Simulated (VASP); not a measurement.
# Zn (P6_3/mmc) in VASP: single point with revPBE

Aim: the single point of Zn with revPBE.

All numbers are computed with VASP 6.6.1; they aren't measurements. Logs are shortened: lines on timing, memory, paths and dates and some standing lists are left out, and cuts for length are marked.

### 1 The cell of the first run

The structure is hexagonal, space group P6_3/mmc (No. 194). The conventional cell has a = 2.681 Å, b = 2.681 Å, c = 5.031 Å, α = 90.00°, β = 90.00°, γ = 120.00°. Within 3.5 Å of Zn (site symmetry -6m2) lie 12 Zn at 2.68 to 2.95 Å.

### 2 Single point, revPBE, non-collinear spin, zero start, spin-orbit coupling

The input, INCAR:

```
SYSTEM = Zn
  PREC = Accurate
  ENCUT = 500
  EDIFF = 1E-6
  ISMEAR = -1
  SIGMA = 0.1
  LREAL = .FALSE.
  LASPH = .TRUE.
  NELM = 200
  ALGO = Normal
  ISIF = 2
  LWAVE = .FALSE.
  LCHARG = .TRUE.
  LNONCOLLINEAR = .TRUE.
  MAGMOM = 0 0 0 0 0 0
  LORBIT = 11
  LSORBIT = .TRUE.
  GGA_COMPAT = .FALSE.
  LORBMOM = .TRUE.
  GGA = RE
  LVHAR = .TRUE.
  NBANDS = 36
```

The input, KPOINTS:

```
regular mesh
0
G
  13 13 6
  0 0 0
```

The input, POSCAR:

```
Zn
1.0
    2.6814165103      0.0000000000      0.0000000000
   -1.3407082552      2.3221748161      0.0000000000
    0.0000000000      0.0000000000      5.0308882150
Zn
2
Direct
    0.3333333333      0.6666666667      0.2500000000
    0.6666666667      0.3333333333      0.7500000000
```

Potentials or basis: VASP PAW PBE potentials, release 64 (Zn).

Started as:

```bash
$ cat potpaw_PBE.64/Zn/POTCAR > POTCAR
$ mpirun -np 1 vasp_ncl > vasp.out
```

OUTCAR:

```text
SYSTEM = Zn
   PREC = Accurate
   ENCUT = 500
   EDIFF = 1E-6
   ISMEAR = -1
   LREAL = .FALSE.
   LASPH = .TRUE.
   NELM = 200
   ISIF = 2
   LNONCOLLINEAR = .TRUE.
   LORBIT = 11
   LSORBIT = .TRUE.
   GGA = RE

 ion  position               nearest neighbor table
   1  0.333  0.667  0.250-   2 2.95   2 2.95   2 2.95   2 2.95   2 2.95   2 2.95
   2  0.667  0.333  0.750-   1 2.95   1 2.95   1 2.95   1 2.95   1 2.95   1 2.95

  LATTYP: Found a hexagonal cell.
 ALAT       =     2.6814165103
 C/A-ratio  =     1.8762054294

  Lattice vectors:

 A1 = (   2.6814165103,   0.0000000000,   0.0000000000)
 A2 = (  -1.3407082552,   2.3221748161,   0.0000000000)
 A3 = (   0.0000000000,   0.0000000000,   5.0308882150)

Analysis of symmetry for initial positions (statically):
=====================================================================
 Subroutine PRICEL returns:
 Original cell was already a primitive cell.

 Routine SETGRP: Setting up the symmetry group for a
 hexagonal supercell.

 Subroutine GETGRP returns: Found 24 space group operations
 (whereof 12 operations were pure point group operations)
 out of a pool of 24 trial point group operations.

The static configuration has the point symmetry D_3d.
 The point group associated with its full space group is D_6h.

Analysis of symmetry for dynamics (positions and initial velocities):
=====================================================================
 Subroutine PRICEL returns:
 Original cell was already a primitive cell.

 Routine SETGRP: Setting up the symmetry group for a
 hexagonal supercell.

 Subroutine GETGRP returns: Found 24 space group operations
 (whereof 12 operations were pure point group operations)
 out of a pool of 24 trial point group operations.

The dynamic configuration has the point symmetry D_3d.
 The point group associated with its full space group is D_6h.

Analysis of structural, dynamic, and magnetic symmetry:
=====================================================================
 Subroutine PRICEL returns:
 Original cell was already a primitive cell.

 Routine SETGRP: Setting up the symmetry group for a
 hexagonal supercell.

 Subroutine GETGRP returns: Found 24 space group operations
 (whereof 12 operations were pure point group operations)
 out of a pool of 24 trial point group operations.

The overall configuration has the point symmetry D_3d.
 The point group associated with its full space group is D_6h.

 Subroutine INISYM returns: Found 24 space group operations
 (whereof 12 operations are pure point group operations),
 and found     1 'primitive' translations

----------------------------------------------------------------------------------------

                                     Primitive cell

  volume of cell :      31.3259

  direct lattice vectors                    reciprocal lattice vectors
     2.681416510  0.000000000  0.000000000     0.372937213  0.215315400  0.000000000
    -1.340708255  2.322174816  0.000000000     0.000000000  0.430630801  0.000000000
     0.000000000  0.000000000  5.030888215     0.000000000  0.000000000  0.198772057

  length of vectors
     2.681416510  2.681416510  5.030888215     0.430630801  0.430630801  0.198772057

  position of ions in fractional coordinates (direct lattice)
     0.333333333  0.666666667  0.250000000
     0.666666667  0.333333333  0.750000000

  ion indices of the primitive-cell ions
   primitive index   ion index
                 1           1
                 2           2

----------------------------------------------------------------------------------------

 KPOINTS: regular mesh

Automatic generation of k-mesh.
 Grid dimensions read from file:
 generate k-points for:   13   13    6

 Generating k-lattice:

  Cartesian coordinates                     Fractional coordinates (reciprocal lattice)
     0.028687478  0.016562723  0.000000000     0.076923077  0.000000000  0.000000000
     0.000000000  0.033125446  0.000000000     0.000000000  0.076923077  0.000000000
[... 100 lines left out ...]

 Free energy of the ion-electron system (eV)
  ---------------------------------------------------
  ext. energy  EPLUGINS =         0.00000000
  ---------------------------------------------------
  free energy    TOTEN  =        -1.64669609 eV

  energy without entropy =       -1.63617485  energy(sigma->0) =       -1.64143547

 E-fermi :   2.9646     XC(G=0): -11.2972

 val. band max:        2.9455857319   @ k =   0.3846   0.0769   0.0000
 cond. band min:       3.0929163492   @ k =   0.1538   0.0769   0.1667
 fundamental gap:      0.1473306173
 Fermi energy:         2.9646127934

 k-point     1 :       0.0000    0.0000    0.0000
  band No.  band energies     occupation
      1      -7.1545      1.00000
      2      -7.1545      1.00000
      3      -5.4978      1.00000
      4      -5.4978      1.00000
      5      -4.8795      1.00000
      6      -4.8795      1.00000
[... 925 lines left out ...]
     35      19.5665      0.00000
     36      19.5665      0.00000

 [... further k-points ...]

------------------------ aborting loop because EDIFF is reached ----------------------------------------

  FORCE on cell =-STRESS in cart. coord.  units (eV):
  Direction    XX          YY          ZZ          XY          YZ          ZX
  --------------------------------------------------------------------------------------
  -------------------------------------------------------------------------------------
  Total        0.0440111      0.0440111      0.0511392     -0.0000000      0.0000000      0.0000000
  in kB        2.2509653      2.2509653      2.6155367     -0.0000000      0.0000000      0.0000000
  external PRESSURE =       2.3724891 kB  Pullay stress =       0.0000000 kB

 VOLUME and BASIS-vectors are now :
 -----------------------------------------------------------------------------
  energy-cutoff  :      500.00
  volume of cell :       31.33
      direct lattice vectors                 reciprocal lattice vectors
     2.681416510  0.000000000  0.000000000     0.372937213  0.215315400  0.000000000
    -1.340708255  2.322174816  0.000000000     0.000000000  0.430630801  0.000000000
     0.000000000  0.000000000  5.030888215     0.000000000  0.000000000  0.198772057

 POSITION                                       TOTAL-FORCE (eV/Angst)
 -----------------------------------------------------------------------------------
     -0.00000      1.54812      1.25772        -0.000000     -0.000000      0.000000
      1.34071      0.77406      3.77317         0.000000      0.000000      0.000000
 -----------------------------------------------------------------------------------
    total drift:                                0.000000     -0.000000      0.000000

  FREE ENERGIE OF THE ION-ELECTRON SYSTEM (eV)
  ---------------------------------------------------
  free  energy   TOTEN  =        -1.6466960930 eV

  energy  without entropy=       -1.6361748526  energy(sigma->0) =       -1.64143547

 orbital moment (x)

 # of ion     p       d       tot
 ----------------------------------------
  1        -0.000   0.000   0.000
  2        -0.000   0.000   0.000
 ----------------------------------------
           -0.000   0.000   0.000

 orbital moment (y)

 # of ion     p       d       tot
 ----------------------------------------
  1        -0.000   0.000   0.000
  2        -0.000  -0.000  -0.000
 ----------------------------------------
           -0.000  -0.000  -0.000

 orbital moment (z)

 # of ion     p       d       tot
 ----------------------------------------
  1        -0.000   0.000   0.000
  2        -0.000   0.000   0.000
 ----------------------------------------
           -0.000   0.000   0.000

 Spin-Orbit-Coupling matrix elements

 Ion:    1  E_soc:     -0.0086890
 l=   1
     0.0000000    -0.0003907    -0.0004391
    -0.0003907     0.0000000    -0.0003907
    -0.0004391    -0.0003907     0.0000000
 l=   2
     0.0000000    -0.0002102     0.0000000    -0.0002102    -0.0008674
    -0.0002102     0.0000000    -0.0006064    -0.0002027    -0.0002102
     0.0000000    -0.0006064     0.0000000    -0.0006064     0.0000000
    -0.0002102    -0.0002027    -0.0006064     0.0000000    -0.0002102
    -0.0008674    -0.0002102     0.0000000    -0.0002102     0.0000000
 l=   3
     0.0000000     0.0000000     0.0000000     0.0000000     0.0000000     0.0000000     0.0000000
     0.0000000     0.0000000     0.0000000     0.0000000     0.0000000     0.0000000     0.0000000
     0.0000000     0.0000000     0.0000000     0.0000000     0.0000000     0.0000000     0.0000000
     0.0000000     0.0000000     0.0000000     0.0000000     0.0000000     0.0000000     0.0000000
     0.0000000     0.0000000     0.0000000     0.0000000     0.0000000     0.0000000     0.0000000
     0.0000000     0.0000000     0.0000000     0.0000000     0.0000000     0.0000000     0.0000000
     0.0000000     0.0000000     0.0000000     0.0000000     0.0000000     0.0000000     0.0000000

 Ion:    2  E_soc:     -0.0086890
 l=   1
     0.0000000    -0.0003907    -0.0004391
    -0.0003907     0.0000000    -0.0003907
    -0.0004391    -0.0003907     0.0000000
 l=   2
     0.0000000    -0.0002102     0.0000000    -0.0002102    -0.0008674
    -0.0002102     0.0000000    -0.0006064    -0.0002027    -0.0002102
     0.0000000    -0.0006064     0.0000000    -0.0006064     0.0000000
    -0.0002102    -0.0002027    -0.0006064     0.0000000    -0.0002102
    -0.0008674    -0.0002102     0.0000000    -0.0002102     0.0000000
 l=   3
     0.0000000     0.0000000     0.0000000     0.0000000     0.0000000     0.0000000     0.0000000
     0.0000000     0.0000000     0.0000000     0.0000000     0.0000000     0.0000000     0.0000000
     0.0000000     0.0000000     0.0000000     0.0000000     0.0000000     0.0000000     0.0000000
     0.0000000     0.0000000     0.0000000     0.0000000     0.0000000     0.0000000     0.0000000
     0.0000000     0.0000000     0.0000000     0.0000000     0.0000000     0.0000000     0.0000000
     0.0000000     0.0000000     0.0000000     0.0000000     0.0000000     0.0000000     0.0000000
     0.0000000     0.0000000     0.0000000     0.0000000     0.0000000     0.0000000     0.0000000

 total charge

# of ion       s       p       d       tot
------------------------------------------
    1        0.587   0.425   9.718  10.730
    2        0.587   0.425   9.718  10.730
--------------------------------------------------
tot          1.173   0.851  19.436  21.460

 magnetization (x)

# of ion       s       p       d       tot
------------------------------------------
    1       -0.000  -0.000   0.000  -0.000
    2       -0.000   0.000   0.000   0.000
--------------------------------------------------
tot         -0.000   0.000   0.000   0.000

 magnetization (y)

# of ion       s       p       d       tot
------------------------------------------
    1       -0.000   0.000   0.000   0.000
    2       -0.000   0.000   0.000   0.000
--------------------------------------------------
tot         -0.000   0.000   0.000   0.000

 magnetization (z)

# of ion       s       p       d       tot
------------------------------------------
    1        0.000   0.000   0.000   0.000
    2        0.000   0.000   0.000   0.000
--------------------------------------------------
tot          0.000   0.000   0.000   0.000
```

Run time: 3.1 min. Hardware: 1 thread of Oxide Virtual Turin-like, shared host; peak memory 0.25 GiB.

What came out:

```yaml
Free_energy: -1.6467 eV
Pressure: 0.2 GPa
Net_moment: 0.00 μB per cell
Valence_electrons_inside_the_program's_atomic_spheres: Zn 10.73
```

Moments on the atoms (μB; x, y, z):
```
Zn  0.00 0.00 0.00
Zn  0.00 0.00 0.00
```

Caveat: the PAW data sets were made with another functional, which shifts forces and pressure a little.
